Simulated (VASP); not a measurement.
## TiCu6O8 (a cell with a defect): single point with PBE+D3(BJ)

The system is TiCu6O8 (a cell with a defect).

```xyz
15
Lattice="4.6893 -3.4268 0.0000 4.6893 3.4268 0.0000 -0.8606 0.0000 5.0594" Properties=species:S:1:pos:R:3 pbc="T T T"
Cu    1.3233    0.5874   -0.1897
Cu    3.6145    3.5790    2.1244
Cu    3.0053    0.8057    2.3235
Cu    3.6698   -1.1583   -0.1817
Cu    5.4655    1.0462   -0.1250
Cu    5.3357   -0.8755    2.4887
O     2.2703   -0.4848    1.1180
O     1.7864   -0.1132    3.5865
O     4.2700    1.8047    1.1218
O     3.9448    2.0695    3.4577
O     4.7957   -2.0464    1.0815
O     4.1221   -1.8634    3.5803
O     6.3969    0.3112    1.4047
O     5.9197    0.4620    3.7473
Ti    1.0232   -1.5652    2.4386
```

| Item | Value |
| --- | --- |
| Program | VASP 6.6.1 |
| Task | single point |
| Functional | PBE |
| Dispersion | D3(BJ) |
| Potentials or basis | VASP PAW PBE potentials, release 64 (Cu, O, Ti_sv) |
| Cutoff | 520 eV |
| k mesh | 3 × 3 × 3 |
| Occupations | fermi-dirac, width 0.02 eV |
| Spin | no spin polarisation |

```yaml
Pressure: 1.5 GPa
Largest_force: 0.069 eV/Å
Band_gap_on_the_k_mesh: zero (bands 63 and 64 overlap by 0.53 eV)
Dispersion_energy_per_atom: -0.257 eV
```

Forces on the atoms (eV/Å):
```
Cu   0.002 -0.007 -0.009
Cu   0.003  0.012  0.005
Cu  -0.011  0.004 -0.001
Cu  -0.015 -0.011  0.003
Cu  -0.013 -0.011  0.004
Cu   0.011 -0.016  0.008
O   -0.018 -0.061  0.005
O   -0.004  0.035 -0.010
O   -0.056  0.028 -0.009
O   -0.006  0.049  0.021
O    0.009 -0.026  0.008
O   -0.046  0.004 -0.019
O    0.032 -0.017 -0.025
O    0.066 -0.019  0.011
Ti   0.046  0.036  0.010
```

Stress tensor (GPa, compression positive):
```
-1.09 -1.17 -0.11
-1.17  0.43  0.15
-0.11  0.15  5.08
```

Levels at points of the mesh, in eV from the Fermi level:
```csv
k point,band 60,band 61,band 62,band 63,band 64,band 65,band 66,band 67
"(0.00, 0.00, 0.00)",-1.12,-0.69,-0.37,0.40,0.52,0.70,0.90,1.53
```

It took 16 min on 1 thread of Oxide Virtual Turin-like Processor, with other jobs on the host, peak memory 0.33 GiB.

Caveat: the k points lie up to 0.41 Å⁻¹ apart, too coarse for converged energies and pressures of a metal; semilocal functionals often make such compounds metallic where correlation or magnetic order opens a gap, which also shifts bond lengths. With open d or f shells a metallic result of PBE can be an artefact of self-interaction; +U or a hybrid may open a gap.
